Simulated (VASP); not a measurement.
# TiC (mix) (Fm-3m) in VASP: density of states with PBE

Aim: the density of states of TiC (mix) with PBE.

Everything below comes from runs of VASP 6.6.1. Logs are shortened: lines on timing, memory, paths and dates and some standing lists are left out, and cuts for length are marked.

**1. The cell of the first run**

The structure is cubic, space group Fm-3m (No. 225). The conventional cell has a = 4.333 Å, b = 4.333 Å, c = 4.333 Å, α = 90.00°, β = 90.00°, γ = 90.00°. Within 2.9 Å of Ti (site symmetry m-3m) lie 6 C at 2.17 Å. Within 2.9 Å of C (site symmetry m-3m) lie 6 Ti at 2.17 Å.

**2. Density of states, PBE**

POSCAR reads:

```
TiC
1.0
    0.0000000000      2.1664816197      2.1664816197
    2.1664816197      0.0000000000      2.1664816197
    2.1664816197      2.1664816197      0.0000000000
Ti C
1 1
Direct
    0.0000000000      0.0000000000      0.0000000000
    0.5000000000      0.5000000000      0.5000000000
```

INCAR.step1 reads:

```
ALGO     = Normal         # electronic algorithm
EDIFF    = 1E-6           # SCF threshold, eV
ENCUT    = 520            # plane-wave cutoff, eV
GGA      = PE             # functional
GGA_COMPAT= False        
ISIF     = 2              # what is computed and relaxed
ISMEAR   = 0              # smearing method
LASPH    = True           # aspherical terms in the spheres
LCHARG   = True           # write CHGCAR
LMAXMIX  = 4              # l up to which the mixer works
LORBIT   = 11             # projections on sites
LREAL    = False          # projectors in reciprocal space
LWAVE    = False          # write WAVECAR
NBANDS   = 15             # bands
NEDOS    = 2001           # points of the DOS
NELM     = 120            # most SCF steps
PREC     = Accurate       # precision mode
SIGMA    = 0.1            # smearing width, eV
```

KPOINTS.step1 reads:

```
k-points
0
Gamma
  16 16 16
```

INCAR.step2 reads:

```
ALGO     = Normal         # electronic algorithm
EDIFF    = 1E-6           # SCF threshold, eV
ENCUT    = 520            # plane-wave cutoff, eV
GGA      = PE             # functional
GGA_COMPAT= False        
ICHARG   = 11             # starting density
ISIF     = 2              # what is computed and relaxed
ISMEAR   = -5             # smearing method
LASPH    = True           # aspherical terms in the spheres
LCHARG   = False          # write CHGCAR
LMAXMIX  = 4              # l up to which the mixer works
LORBIT   = 11             # projections on sites
LREAL    = False          # projectors in reciprocal space
LWAVE    = False          # write WAVECAR
NEDOS    = 1001           # points of the DOS
NELM     = 120            # most SCF steps
PREC     = Accurate       # precision mode
SIGMA    = 0.1            # smearing width, eV
```

KPOINTS.step2 reads:

```
k-points
0
Gamma
  24 24 24
```

Potentials or basis: VASP PAW PBE potentials, release 64 (Ti_sv, C).

Command:

```console
cat potpaw_PBE.64/Ti_sv/POTCAR potpaw_PBE.64/C/POTCAR > POTCAR
cp INCAR.step1 INCAR
cp KPOINTS.step1 KPOINTS
mpirun -np 1 vasp_std > vasp.out
cp INCAR.step2 INCAR
cp KPOINTS.step2 KPOINTS
mpirun -np 1 vasp_std > vasp.out
```

OUTCAR:

```text
EDIFF = 1E-6
   ENCUT = 520
   GGA = PE
   ICHARG = 11
   ISIF = 2
   ISMEAR = -5
   LASPH = True
   LORBIT = 11
   LREAL = False
   NELM = 120
   PREC = Accurate

 ion  position               nearest neighbor table
   1  0.000  0.000  0.000-   2 2.17   2 2.17   2 2.17   2 2.17   2 2.17   2 2.17
   2  0.500  0.500  0.500-   1 2.17   1 2.17   1 2.17   1 2.17   1 2.17   1 2.17

  LATTYP: Found a face centered cubic cell.
 ALAT       =     4.3329632394

  Lattice vectors:

 A1 = (   0.0000000000,   2.1664816197,   2.1664816197)
 A2 = (   2.1664816197,   0.0000000000,   2.1664816197)
 A3 = (   2.1664816197,   2.1664816197,   0.0000000000)

Analysis of symmetry for initial positions (statically):
=====================================================================
 Subroutine PRICEL returns:
 Original cell was already a primitive cell.

 Routine SETGRP: Setting up the symmetry group for a
 face centered cubic supercell.

 Subroutine GETGRP returns: Found 48 space group operations
 (whereof 48 operations were pure point group operations)
 out of a pool of 48 trial point group operations.

The static configuration has the point symmetry O_h .

Analysis of symmetry for dynamics (positions and initial velocities):
=====================================================================
 Subroutine PRICEL returns:
 Original cell was already a primitive cell.

 Routine SETGRP: Setting up the symmetry group for a
 face centered cubic supercell.

 Subroutine GETGRP returns: Found 48 space group operations
 (whereof 48 operations were pure point group operations)
 out of a pool of 48 trial point group operations.

The dynamic configuration has the point symmetry O_h .

 Subroutine INISYM returns: Found 48 space group operations
 (whereof 48 operations are pure point group operations),
 and found     1 'primitive' translations

----------------------------------------------------------------------------------------

                                     Primitive cell

  volume of cell :      20.3374

  direct lattice vectors                    reciprocal lattice vectors
     0.000000000  2.166481620  2.166481620    -0.230788942  0.230788942  0.230788942
     2.166481620  0.000000000  2.166481620     0.230788942 -0.230788942  0.230788942
     2.166481620  2.166481620  0.000000000     0.230788942  0.230788942 -0.230788942

  length of vectors
     3.063867689  3.063867689  3.063867689     0.399738173  0.399738173  0.399738173

  position of ions in fractional coordinates (direct lattice)
     0.000000000  0.000000000  0.000000000
     0.500000000  0.500000000  0.500000000

  ion indices of the primitive-cell ions
   primitive index   ion index
                 1           1
                 2           2

----------------------------------------------------------------------------------------

 KPOINTS: k-points

Automatic generation of k-mesh.
 Grid dimensions read from file:
 generate k-points for:   24   24   24

 Generating k-lattice:

  Cartesian coordinates                     Fractional coordinates (reciprocal lattice)
    -0.009616206  0.009616206  0.009616206     0.041666667  0.000000000  0.000000000
     0.009616206 -0.009616206  0.009616206     0.000000000  0.041666667  0.000000000
     0.009616206  0.009616206 -0.009616206     0.000000000  0.000000000  0.041666667

  Length of vectors
     0.016655757  0.016655757  0.016655757

  Shift w.r.t. Gamma in fractional coordinates (k-lattice)
     0.000000000  0.000000000  0.000000000

 TETIRR: Found   1864 inequivalent tetrahedra from    82944

 Subroutine IBZKPT returns following result:
 ===========================================

 Found    413 irreducible k-points:

 Following reciprocal coordinates:
            Coordinates               Weight
  0.000000  0.000000  0.000000      1.000000
  0.041667  0.000000  0.000000      8.000000
  0.083333  0.000000  0.000000      8.000000
  0.125000  0.000000  0.000000      8.000000
  0.166667  0.000000  0.000000      8.000000
  0.208333  0.000000  0.000000      8.000000
[... 16 lines left out ...]
  0.416667  0.041667  0.000000     24.000000
  0.458333  0.041667  0.000000     24.000000
 [... further k-points ...]
   k-points           NKPTS =    413   k-points in BZ     NKDIM =    413   number of bands    NBANDS=     12
   number of dos      NEDOS =   1001   number of ions     NIONS =      2
   total plane-waves  NPLWV =  13824
   dimension x,y,z NGX =    24 NGY =   24 NGZ =   24
   dimension x,y,z NGXF=    48 NGYF=   48 NGZF=   48
   ions per type =               1   1
   NGX,Y,Z   is equivalent  to a cutoff of  13.02, 13.02, 13.02 a.u.
   NGXF,Y,Z  is equivalent  to a cutoff of  26.04, 26.04, 26.04 a.u.
 SYSTEM =  unknown system
   PREC   = accura    normal or accurate (medium, high low for compatibility)
   ISTART =      0    job   : 0-new  1-cont  2-samecut
   ICHARG =     11    charge: 1-file 2-atom 10-const
   ISPIN  =      1    spin polarized calculation?
   LNONCOLLINEAR =      F non collinear calculations
   LSORBIT =      F    spin-orbit coupling
   LASPH  =      T    aspherical Exc in radial PAW
   ENCUT  =  520.0 eV  38.22 Ry    6.18 a.u.   5.70  5.70  5.70*2*pi/ulx,y,z
   NELM   =    120;   NELMIN=  2; NELMDL=  0     # of ELM steps
   EDIFF  = 0.1E-05   stopping-criterion for ELM
   LREAL  =      F    real-space projection
   EDIFFG = 0.1E-04   stopping-criterion for IOM
   NSW    =      0    number of steps for IOM
   IBRION =     -1    ionic relax: 0-MD 1-quasi-New 2-CG
   NFREE  =      0    steps in history (QN), initial steepest desc. (CG)
   ISIF   =      2    stress and relaxation
   ISYM   =      2    0-nonsym 1-usesym 2-fastsym
   POTIM  = 0.5000    time-step for ionic-motion
   TEBEG  =    0.0;   TEEND  =   0.0 temperature during run
   PSTRESS=    0.0 pullay stress
   NELECT =      16.0000    total number of electrons
   NUPDOWN=      -1.0000    fix difference up-down
   EMIN   =  10.00;   EMAX   =-10.00  energy-range for DOS
   EFERMI =   0.00;   METHOD = LEGACY
   ISMEAR =    -5;   SIGMA  =   0.10  broadening in eV -4-tet -1-fermi 0-gaus
   EFERMI_NEDOS =   21; number of points for ismear=-14 and -15
   IALGO  =     38    algorithm
   IMIX   =      4    mixing-type and parameters
     AMIX     =   0.40;   BMIX     =  1.00
     AMIX_MAG =   1.60;   BMIX_MAG =  1.00
  volume/ion in A,a.u.               =      10.17        68.62
  Fermi-wavevector in a.u.,A,eV,Ry     =   1.511297  2.855937 31.075960  2.284019
  Thomas-Fermi vector in A             =   2.621373
   LORBIT       =     11    0 simple, 1 ext, 2 COOP (PROOUT), +10 PAW based schemes
   GGA     = PE    functional components
   LHFCALC =     F    Hartree Fock is set to
   AEXX    =    0.0000 exact exchange contribution
   IVDW    =     0    specifies the selected vdW correction
   LEPSILON=     F    determine dielectric tensor
   LRPA    =     F    only Hartree local field effects (RPA)
 non-spin polarized calculation
 Fermi weights with tetrahedron method with Bloechl corrections
  energy-cutoff  :      520.00
  volume of cell :       20.34
 maximum number of plane-waves:       568

 number of electron      16.0000000 magnetization

 Free energy of the ion-electron system (eV)
  ---------------------------------------------------
  ext. energy  EPLUGINS =         0.00000000
  ---------------------------------------------------
  free energy    TOTEN  =       -18.70941648 eV

  energy without entropy =      -18.70941648  energy(sigma->0) =      -18.70941648

 E-fermi :   9.4164     XC(G=0): -12.6924

 val. band max:        9.4387672818   @ k =   0.0833   0.0417   0.0000
 cond. band min:       9.4059457962   @ k =   0.1667   0.1667   0.0000
 fundamental gap:     -0.0328214856
 Fermi energy:         9.4164239225

 k-point     1 :       0.0000    0.0000    0.0000
  band No.  band energies     occupation
      1     -47.1925      2.00000
      2     -23.2172      2.00000
      3     -23.2172      2.00000
      4     -23.2172      2.00000
      5      -2.9920      2.00000
      6      10.0929      0.00000
      7      10.0929      0.00000
      8      10.0929      0.00000
      9      11.0758      0.00000
     10      11.0758      0.00000
     11      11.0758      0.00000
     12      11.1102      0.00000

 k-point     2 :       0.0417    0.0000    0.0000
  band No.  band energies     occupation
      1     -47.1913      2.00000
      2     -23.2259      2.00000
      3     -23.2180      2.00000
      4     -23.2180      2.00000
      5      -2.9527      2.00000
      6       9.8730     -0.02469
      7      10.0315      0.00000
      8      10.0315      0.00000
      9      10.5521      0.00000
     10      10.5521      0.00000
     11      11.2029      0.00000
     12      11.7526      0.00000

 k-point     3 :       0.0833    0.0000    0.0000
  band No.  band energies     occupation
      1     -47.1877      2.00000
      2     -23.2515      2.00000
      3     -23.2204      2.00000
      4     -23.2204      2.00000
      5      -2.8356      2.00000
      6       9.3835      1.34595
      7       9.6499      0.13178
      8       9.6499     -0.03091
      9      10.4084      0.00000
     10      10.4084      0.00000
     11      11.4288      0.00000
     12      12.4479      0.00000
[... 286 lines left out ...]
 k-point    23 :       0.4167    0.0417    0.0000
  band No.  band energies     occupation
      1     -47.1261      2.00000
      2     -23.6653      2.00000
      3     -23.2661      2.00000
      4     -23.2625      2.00000
      5      -0.0945      2.00000
      6       4.3000      2.00000
      7       6.6444      2.00000
      8       6.7607      2.00000
      9      11.9474      0.00000
     10      12.1743      0.00000
     11      13.1532      0.00000
     12      16.8539      0.00000

 k-point    24 :       0.4583    0.0417    0.0000
  band No.  band energies     occupation
      1     -47.1217      2.00000
      2     -23.6937      2.00000
      3     -23.2674      2.00000
      4     -23.2670      2.00000
      5       0.2574      2.00000
      6       3.8597      2.00000
      7       6.5402      2.00000
      8       6.6170      2.00000
      9      12.1420      0.00000
     10      12.2884      0.00000
     11      13.3548      0.00000
     12      17.2215      0.00000

 [... further k-points ...]

------------------------ aborting loop because EDIFF is reached ----------------------------------------

  FORCE on cell =-STRESS in cart. coord.  units (eV):
  Direction    XX          YY          ZZ          XY          YZ          ZX
  --------------------------------------------------------------------------------------
  -------------------------------------------------------------------------------------
  Total        0.0248477      0.0248477      0.0248477      0.0000000      0.0000000      0.0000000
  in kB        1.9575023      1.9575023      1.9575023      0.0000000      0.0000000      0.0000000
  external PRESSURE =       1.9575023 kB  Pullay stress =       0.0000000 kB

 VOLUME and BASIS-vectors are now :
 -----------------------------------------------------------------------------
  energy-cutoff  :      520.00
  volume of cell :       20.34
      direct lattice vectors                 reciprocal lattice vectors
     0.000000000  2.166481620  2.166481620    -0.230788942  0.230788942  0.230788942
     2.166481620  0.000000000  2.166481620     0.230788942 -0.230788942  0.230788942
     2.166481620  2.166481620  0.000000000     0.230788942  0.230788942 -0.230788942

 POSITION                                       TOTAL-FORCE (eV/Angst)
 -----------------------------------------------------------------------------------
      0.00000      0.00000      0.00000        -0.000000     -0.000000      0.000000
      2.16648      2.16648      2.16648         0.000000      0.000000      0.000000
 -----------------------------------------------------------------------------------
    total drift:                                0.000000      0.000000     -0.000000

  FREE ENERGIE OF THE ION-ELECTRON SYSTEM (eV)
  ---------------------------------------------------
  free  energy   TOTEN  =       -18.7094164813 eV

  energy  without entropy=      -18.7094164813  energy(sigma->0) =      -18.70941648

 total charge

# of ion       s       p       d       tot
------------------------------------------
    1        2.198   6.246   1.950  10.394
    2        0.896   1.504   0.000   2.400
--------------------------------------------------
tot          3.095   7.750   1.950  12.794
```

It took 70 s on 1 thread of Intel Xeon Platinum 8375C at 2.90GHz (Ice Lake), shared host; peak memory 0.23 GiB.

What came out:

```
Valence electrons inside the program's atomic spheres : Ti 10.39; C 2.40
```

Levels at points of the mesh, in eV from the Fermi level:
```
           k point  band 5  band 6  band 7  band 8  band 9  band 10  band 11  band 12
(0.00, 0.00, 0.00)  -12.41    0.68    0.68    0.68    1.66     1.66     1.66     1.69
(0.50, 0.00, 0.00)   -8.94   -5.85   -2.91   -2.91    2.89     2.89     4.07     8.13
(0.50, 0.50, 0.00)  -10.13   -3.45   -1.63   -0.05   -0.05     2.69     3.49     3.49
```

Caveat: tetrahedron occupations give inexact forces and stress in metals.
